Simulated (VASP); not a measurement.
# BaTiO3 (P4mm) in VASP: notebook, part 2 of 2

VASP 6.6.1. The steps go on from the part before.

## Step 5: Relaxation of shape and atoms at fixed volume, PBE (volume scaled by 0.88)

File INCAR:

```
PREC = Accurate
ENCUT = 600
EDIFF = 1E-7
ISMEAR = 0
SIGMA = 0.02
LREAL = False
LASPH = True
NELM = 60
ALGO = Normal
ISIF = 4
LWAVE = False
LCHARG = False
GGA = PE
IBRION = 2
NSW = 50
EDIFFG = -0.01
```

File KPOINTS:

```
regular mesh
0
Gamma
  8 8 8
```

File POSCAR:

```
BaTiO3
1.0
    3.8825274697      0.0000000000      0.0000000000
    0.0000000000      3.8825274697      0.0000000000
    0.0000000000      0.0000000000      3.8962323563
Ba Ti O
1 1 3
Direct
    0.0000000000      0.0000000000      0.0052371840
    0.5000000000      0.5000000000      0.4974651560
    0.5000000000      0.5000000000      0.0150703185
    0.5000000000      0.0000000000      0.5126136707
    0.0000000000      0.5000000000      0.5126136707
```

Potentials or basis: VASP PAW PBE potentials, release 64 (Ba_sv, Ti_sv, O).

Command:

```console
> cat potpaw_PBE.64/Ba_sv/POTCAR potpaw_PBE.64/Ti_sv/POTCAR potpaw_PBE.64/O/POTCAR > POTCAR
> mpirun -np 1 vasp_std > vasp.out
```

OUTCAR:

```text
PREC = Accurate
   ENCUT = 600
   EDIFF = 1E-7
   ISMEAR = 0
   LREAL = False
   LASPH = True
   NELM = 60
   ISIF = 4
   GGA = PE
   IBRION = 2
   NSW = 50
   EDIFFG = -0.01

 ion  position               nearest neighbor table
   1  0.000  0.000  0.005-   4 2.73   5 2.73   5 2.73   4 2.73   3 2.75   3 2.75   3 2.75   3 2.75
                             4 2.77   5 2.77   5 2.77   4 2.77   2 3.35   2 3.35   2 3.35   2 3.35
   2  0.500  0.500  0.497-   3 1.88   4 1.94   5 1.94   4 1.94   5 1.94   3 2.02   1 3.35   1 3.35
                             1 3.35   1 3.35   1 3.38   1 3.38   1 3.38   1 3.38
   3  0.500  0.500  0.015-   2 1.88   2 2.02   1 2.75   1 2.75   1 2.75   1 2.75
   4  0.500  0.000  0.513-   2 1.94   2 1.94   1 2.73   1 2.73   1 2.77   1 2.77
   5  0.000  0.500  0.513-   2 1.94   2 1.94   1 2.73   1 2.73   1 2.77   1 2.77

  LATTYP: Found a simple tetragonal cell.
 ALAT       =     3.8825274697
 C/A-ratio  =     1.0035298879

  Lattice vectors:

 A1 = (   3.8825274697,   0.0000000000,   0.0000000000)
 A2 = (   0.0000000000,   3.8825274697,   0.0000000000)
 A3 = (   0.0000000000,   0.0000000000,   3.8962323563)

Analysis of symmetry for initial positions (statically):
[... 180 lines left out ...]

  energy without entropy =      -39.53654252  energy(sigma->0) =      -39.53654252

------------------------ aborting loop because EDIFF is reached ----------------------------------------

  FORCE on cell =-STRESS in cart. coord.  units (eV):
  Direction    XX          YY          ZZ          XY          YZ          ZX
  --------------------------------------------------------------------------------------
  -------------------------------------------------------------------------------------
  Total        8.4837367      8.4837367      8.4526819      0.0000000      0.0000000      0.0000000
  in kB      231.4322305    231.4322305    230.5850708      0.0000000      0.0000000      0.0000000
  external PRESSURE =     231.1498440 kB  Pullay stress =       0.0000000 kB
[... 260 lines left out ...]
--------------------------------------- Ionic step        8  -------------------------------------------

 number of electron      39.9999999 magnetization

 Free energy of the ion-electron system (eV)
  ---------------------------------------------------
  ext. energy  EPLUGINS =         0.00000000
  ---------------------------------------------------
  free energy    TOTEN  =       -39.54085431 eV

  energy without entropy =      -39.54085431  energy(sigma->0) =      -39.54085431

 E-fermi :   4.7525     XC(G=0): -11.7294

 val. band max:        4.5392628989   @ k =   0.5000   0.5000   0.5000
 cond. band min:       6.4543522056   @ k =   0.0000   0.0000   0.0000
 fundamental gap:      1.9150893067
 Fermi energy:         4.7524531464

 k-point     1 :       0.0000    0.0000    0.0000
  band No.  band energies     occupation
      1     -51.7186      2.00000
      2     -27.9848      2.00000
      3     -27.9848      2.00000
      4     -27.9845      2.00000
      5     -20.1040      2.00000
      6     -12.5377      2.00000
[... 637 lines left out ...]
     23       8.5207      0.00000
     24       9.7924      0.00000

 [... further k-points ...]
[... 5 lines left out ...]
  --------------------------------------------------------------------------------------
  -------------------------------------------------------------------------------------
  Total        8.3469376      8.3469376      8.3159774      0.0000000      0.0000000      0.0000000
  in kB      227.7004166    227.7004166    226.8558385      0.0000000      0.0000000      0.0000000
  external PRESSURE =     227.4188906 kB  Pullay stress =       0.0000000 kB
[... 20 lines left out ...]
  FREE ENERGIE OF THE ION-ELECTRON SYSTEM (eV)
  ---------------------------------------------------
  free  energy   TOTEN  =       -39.5408543128 eV

  energy  without entropy=      -39.5408543128  energy(sigma->0) =      -39.54085431

 reached required accuracy - stopping structural energy minimisation
```

OSZICAR:

```text
N       E                     dE             d eps       ncg     rms          rms(c)
DAV:   1     0.492630069472E+03    0.49263E+03   -0.23599E+04  3600   0.204E+03
DAV:   2     0.484450866602E+01   -0.48779E+03   -0.47986E+03  4304   0.532E+02
DAV:   3    -0.477434410643E+02   -0.52588E+02   -0.51587E+02  5224   0.158E+02
[... 73 lines left out ...]
DAV:   2    -0.395408994500E+02   -0.12078E-03   -0.20532E-03  3944   0.338E-01    0.434E-02
DAV:   3    -0.395408570910E+02    0.42359E-04   -0.14365E-04  4664   0.104E-01    0.151E-02
DAV:   4    -0.395408546012E+02    0.24898E-05   -0.24582E-05  4672   0.406E-02    0.568E-03
DAV:   5    -0.395408543783E+02    0.22290E-06   -0.24803E-06  4440   0.144E-02    0.322E-03
DAV:   6    -0.395408543128E+02    0.65487E-07   -0.35603E-07  3784   0.576E-03
   8 F= -.39540854E+02 E0= -.39540854E+02  d E =-.573173E-04
```

Run time: 7.7 min. Hardware: 1 thread of Intel Xeon 6975P-C, shared host; peak memory 0.29 GiB.

Results:

```
Free energy                  : -39.5409 eV
Energy gained by relaxing    : 0.9 meV/atom
Ionic steps                  : 8
Pressure after relaxing      : 22.7 GPa
Largest force after relaxing : 0.006 eV/Å
Band gap on the k mesh       : 1.92 eV, indirect (least direct gap 1.97 eV)
```

Forces in eV/Å, atoms in the order of the input:
```
Ba   0.000  0.000  0.001
Ti   0.000  0.000  0.002
O    0.000  0.000  0.006
O    0.000  0.000 -0.005
O    0.000  0.000 -0.005
```

Step by step:
```csv
step,energy change (eV),largest force (eV/Å),pressure (GPa),volume (Å³)
1,0.0000,0.1680,23.11,58.73
2,-0.0016,0.0884,22.94,58.73
3,-0.0021,0.0763,22.84,58.73
4,-0.0032,0.0541,22.80,58.73
5,-0.0037,0.0343,22.76,58.73
6,-0.0043,0.0259,22.75,58.73
7,-0.0043,0.0275,22.74,58.73
8,-0.0043,0.0061,22.74,58.73
```

Final structure:
```yaml
crystal:
  lattice:
    - [3.88670, 0.00000, 0.00000]
    - [0.00000, 3.88670, 0.00000]
    - [0.00000, 0.00000, 3.88788]
  atoms:
    - { symbol: Ba, position: [0.00000, 0.00000, 0.00853] }
    - { symbol: Ti, position: [0.50000, 0.50000, 0.50831] }
    - { symbol: O, position: [0.50000, 0.50000, 0.00862] }
    - { symbol: O, position: [0.50000, 0.00000, 0.50877] }
    - { symbol: O, position: [0.00000, 0.50000, 0.50877] }
```

Levels at points of the mesh, in eV from the valence-band top:
```csv
k point,band 18,band 19,band 20,band 21,band 22,band 23
"(0.00, 0.00, 0.00)",-0.05,-0.05,-0.05,1.92,1.92,1.92
"(0.50, 0.00, 0.00)",-1.93,-0.70,-0.70,2.12,3.95,3.95
"(0.50, 0.50, 0.00)",-0.80,-0.80,-0.10,3.96,3.96,4.40
"(0.00, 0.00, 0.50)",-1.92,-0.70,-0.70,2.12,3.94,3.94
"(0.50, 0.00, 0.50)",-0.81,-0.80,-0.11,3.95,3.96,4.40
"(0.50, 0.50, 0.50)",0.00,0.00,0.00,4.73,4.73,4.73
```

Caveat: the cell differs from its parent crystal (volume scaled by 0.88); spin-orbit coupling is left out, which moves the levels of the heavy elements. A k mesh can miss the band edges.

## Step 6: Relaxation of shape and atoms at fixed volume, PBE (volume scaled by 0.91)

File INCAR:

```
SYSTEM = BaTiO3
PREC = Accurate
ENCUT = 600
EDIFF = 1E-6
ISMEAR = 0
SIGMA = 0.02
LREAL = .False.
LASPH = .True.
NELM = 80
ALGO = Normal
ISIF = 4
LWAVE = .False.
LCHARG = .False.
GGA = PE
IBRION = 2
NSW = 50
EDIFFG = -0.01
```

File KPOINTS:

```
regular mesh
0
Gamma
  8 8 8
  0 0 0
```

File POSCAR:

```
BaTiO3
1.0
    3.9115194334      0.0000000000      0.0000000000
    0.0000000000      3.9115194334      0.0000000000
    0.0000000000      0.0000000000      3.9695534906
Ba Ti O
1 1 3
Direct
    0.0000000000      0.0000000000      0.0008432566
    0.5000000000      0.5000000000      0.4868592192
    0.5000000000      0.5000000000      0.0234865342
    0.5000000000      0.0000000000      0.5159054950
    0.0000000000      0.5000000000      0.5159054950
```

Potentials or basis: VASP PAW PBE potentials, release 64 (Ba_sv, Ti_sv, O).

Command:

```console
> cat potpaw_PBE.64/Ba_sv/POTCAR potpaw_PBE.64/Ti_sv/POTCAR potpaw_PBE.64/O/POTCAR > POTCAR
> mpirun -np 1 vasp_std > vasp.out
```

Wall time 7 min (1 thread of Intel Xeon 6975P-C, shared host); peak memory 0.29 GiB.

Results (log left out):

```yaml
Free_energy: -39.7777 eV
Energy_gained_by_relaxing: 2.1 meV/atom
Ionic_steps: 8
Pressure_after_relaxing: 14.9 GPa
Largest_force_after_relaxing: 0.009 eV/Å
Band_gap_on_the_k_mesh: 1.86 eV, indirect (least direct gap 2.00 eV)
```

Forces in eV/Å, atoms in the order of the input:
```
Ba   0.000  0.000 -0.001
Ti   0.000  0.000  0.009
O    0.000  0.000 -0.004
O    0.000  0.000 -0.002
O    0.000  0.000 -0.002
```

Stress tensor (GPa, compression positive):
```
14.91  0.00  0.00
 0.00 14.91  0.00
 0.00  0.00 14.74
```

The path:
| step | energy change (eV) | largest force (eV/Å) | pressure (GPa) | volume (Å³) |
| --- | --- | --- | --- | --- |
| 1 | 0.0000 | 0.3192 | 16.08 | 60.73 |
| 2 | -0.0052 | 0.0946 | 15.56 | 60.73 |
| 3 | -0.0059 | 0.0820 | 15.32 | 60.73 |
| 4 | -0.0089 | 0.0672 | 15.14 | 60.73 |
| 5 | -0.0095 | 0.0651 | 15.04 | 60.73 |
| 6 | -0.0104 | 0.0377 | 14.96 | 60.73 |
| 7 | -0.0106 | 0.0408 | 14.91 | 60.73 |
| 8 | -0.0107 | 0.0085 | 14.86 | 60.73 |

Final structure:
```cif
data_structure
_symmetry_space_group_name_H-M 'P 1'
_symmetry_Int_Tables_number 1
_cell_length_a 3.9270
_cell_length_b 3.9270
_cell_length_c 3.9383
_cell_angle_alpha 90.000
_cell_angle_beta 90.000
_cell_angle_gamma 90.000
_cell_volume 60.73
loop_
_atom_site_label
_atom_site_type_symbol
_atom_site_fract_x
_atom_site_fract_y
_atom_site_fract_z
_atom_site_occupancy
Ba1 Ba 0.00000 0.00000 0.00617 1
Ti1 Ti 0.50000 0.50000 0.49932 1
O1 O 0.50000 0.50000 0.01386 1
O2 O 0.50000 0.00000 0.51182 1
O3 O 0.00000 0.50000 0.51182 1
```

Levels at points of the mesh, in eV from the valence-band top:
```
           k point  band 18  band 19  band 20  band 21  band 22  band 23
(0.00, 0.00, 0.00)    -0.14    -0.14    -0.14     1.86     1.91     1.91
(0.50, 0.00, 0.00)    -1.86    -0.78    -0.75     2.09     3.77     3.78
(0.50, 0.50, 0.00)    -0.86    -0.86    -0.10     3.79     3.79     4.22
(0.00, 0.00, 0.50)    -1.91    -0.71    -0.71     2.04     3.77     3.77
(0.50, 0.00, 0.50)    -0.85    -0.85    -0.13     3.78     3.79     4.21
(0.50, 0.50, 0.50)    -0.03    -0.03     0.00     4.50     4.50     4.51
```

Caveat: the cell differs from its parent crystal (volume scaled by 0.91); spin-orbit coupling is left out, which moves the levels of the heavy elements. A k mesh can miss the band edges.

## Step 7: Overview

```csv
task,cell,cutoff (eV),gap on the mesh (eV),pressure (GPa),largest force (eV/Å)
single point,"a = 3.887 Å, 5 atoms",520,1.91,23.0,-
single point,"a = 3.926, b = 3.926, c = 3.940 Å, 5 atoms",520,1.86,15.2,0.02
single point,"a = 3.954, b = 3.954, c = 4.013 Å, 5 atoms",520,1.83,9.3,0.05
relaxation of shape and atoms at fixed volume,"relaxed from a = 3.883, b = 3.883, c = 3.896 Å, 5 atoms",600,1.92,22.7,0.01
relaxation of shape and atoms at fixed volume,"relaxed from a = 3.912, b = 3.912, c = 3.970 Å, 5 atoms",600,1.86,14.9,0.01
```

Alike in all rows: level PBE; potentials or basis VASP PAW PBE potentials, release 64 (Ba_sv, Ti_sv, O); no spin polarisation; k mesh 8 × 8 × 8; smearing gaussian 0.02 eV.

Caveats: spin-orbit coupling is left out, which moves the levels of the heavy elements.

Total energies depend on the potentials used, so only differences within one code and one set of settings carry meaning.
